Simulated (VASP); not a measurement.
CdS (zincblende type): single point with PBE

CdS (zincblende type):

```
Cd S
1.0
     0.00000    2.68074    2.68074
     2.68074    0.00000    2.68074
     2.68074    2.68074    0.00000
Cd S
1 1
Direct
  0.00000 0.00000 0.00000
  0.25000 0.25000 0.25000
```

| Item | Value |
| --- | --- |
| Program | VASP 6.6.1 |
| Task | single point |
| Functional | PBE |
| Potentials or basis | VASP PAW PBE potentials, release 64 (Cd, S) |
| Cutoff | 520 eV |
| k mesh | 12 × 12 × 12 |
| Occupations | fermi-dirac, width 0.08 eV |
| Spin | no spin polarisation |

```
Pressure               : 33.0 GPa
Band gap on the k mesh : 1.64 eV
```

Levels at points of the mesh, in eV from the valence-band top:
```
           k point  band 5  band 6  band 7  band 8  band 9  band 10  band 11  band 12  band 13  band 14
(0.00, 0.00, 0.00)   -8.20   -8.20    0.00    0.00    0.00     1.64     6.30     6.30     6.30    11.77
(0.50, 0.00, 0.00)   -8.12   -7.55   -6.25   -1.20   -1.20     3.25     6.84     6.84     8.08    11.99
(0.50, 0.50, 0.00)   -8.02   -7.48   -5.21   -2.95   -2.95     3.00     4.36    10.51    12.24    12.27
```

Run time: 55 s on 1 thread of Intel Xeon 8259CL, on a shared host, peak memory 0.18 GiB.

Caveat: the cell stands under pressure. A k mesh can miss the band edges.
